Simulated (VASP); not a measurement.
Here is a VASP 6.6.1 calculation.

The input POSCAR:

```
AlAs
1.0
    0.0000000000      2.8333268029      2.8413660752
    2.8333268029      0.0000000000      2.8413660752
    2.8333268029      2.8333268029      0.0000000000
Al As
1 1
Direct
    0.0000000000      0.0000000000      0.0000000000
    0.2500000000      0.2500000000      0.2500000000
```

File INCAR.step1:

```
SYSTEM = AlAs
ALGO = Normal ; EDIFF = 1E-5
ENCUT = 400 ; GGA = PE
GGA_COMPAT = .FALSE. ; ISIF = 2
ISMEAR = 0 ; LASPH = .TRUE.
LREAL = .FALSE. ; LWAVE = .TRUE.
NBANDS = 11 ; NELM = 120
PREC = Accurate ; SIGMA = 0.01
```

INCAR.step2

```
SYSTEM = AlAs
ALGO = Normal ; EDIFF = 1E-6
ENCUT = 400 ; GGA = PE
GGA_COMPAT = .FALSE. ; HFSCREEN = 0.2079
ISIF = 2 ; ISMEAR = 0
ISTART = 1 ; LASPH = .TRUE.
LCHARG = .TRUE. ; LELF = .TRUE.
LHFCALC = .TRUE. ; LREAL = .FALSE.
LVHAR = .TRUE. ; LWAVE = .FALSE.
NBANDS = 11 ; NELM = 120
PREC = Accurate ; PRECFOCK = Normal
SIGMA = 0.01
```

Contents of KPOINTS:

```
k-points
0
G
  6 6 6
  0 0 0
```

Potentials or basis: VASP PAW PBE potentials, release 64 (Al, As).

Run with:

```console
$ cat potpaw_PBE.64/Al/POTCAR potpaw_PBE.64/As/POTCAR > POTCAR
$ cp INCAR.step1 INCAR
$ mpirun -np 1 vasp_std > vasp.out
$ cp INCAR.step2 INCAR
$ mpirun -np 1 vasp_std > vasp.out
```

(1) Predict the pressure.

(2) Estimate the band gap on the k mesh.

## Answers

(1) 0.2 GPa.

(2) 2.09 eV (least direct gap 2.87 eV).

Caveat: the PAW data sets were made with another functional, which shifts forces and pressure a little.
